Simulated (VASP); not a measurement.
Here is a VASP 6.6.1 calculation.

INCAR

```
PREC = Accurate
ENCUT = 520
EDIFF = 1E-6
ISMEAR = 0
SIGMA = 0.01
LREAL = F
LASPH = T
NELM = 100
ALGO = Normal
ISIF = 2
LWAVE = F
LCHARG = F
GGA = PE
NBANDS = 11
```

The input KPOINTS:

```
regular mesh
0
Gamma
  6 6 6
```

The input POSCAR:

```
AlN
1.0
    0.0030931701      2.1810836321      2.1812767510
    2.1765424185     -0.0948322047      2.2792031806
    2.1741996550      2.2768261570     -0.0926578973
Al N
1 1
Direct
   -0.0010441382     -0.0226741753     -0.0084404849
    0.7465869109      0.7403090650      0.7494197404
```

Potentials or basis: VASP PAW PBE potentials, release 64 (Al, N).

Command:

```sh
$ cat potpaw_PBE.64/Al/POTCAR potpaw_PBE.64/N/POTCAR > POTCAR
$ mpirun -np 1 vasp_std > vasp.out
```

Predict the pressure.

-6.8 GPa.

What does it give for the band gap on the k mesh?

2.97 eV, indirect (least direct gap 3.30 eV).

Predict the largest force.

1.108 eV/Å.

Stress tensor (GPa, compression positive):
```
-4.07  1.39  1.03
 1.39 -8.14 16.81
 1.03 16.81 -8.21
```

Caveat: forces of over 1 eV/Å act on the atoms, so gaps and moduli don't describe the material at rest. Expect the measured gap to be larger: semilocal functionals such as PBE lack the derivative discontinuity.
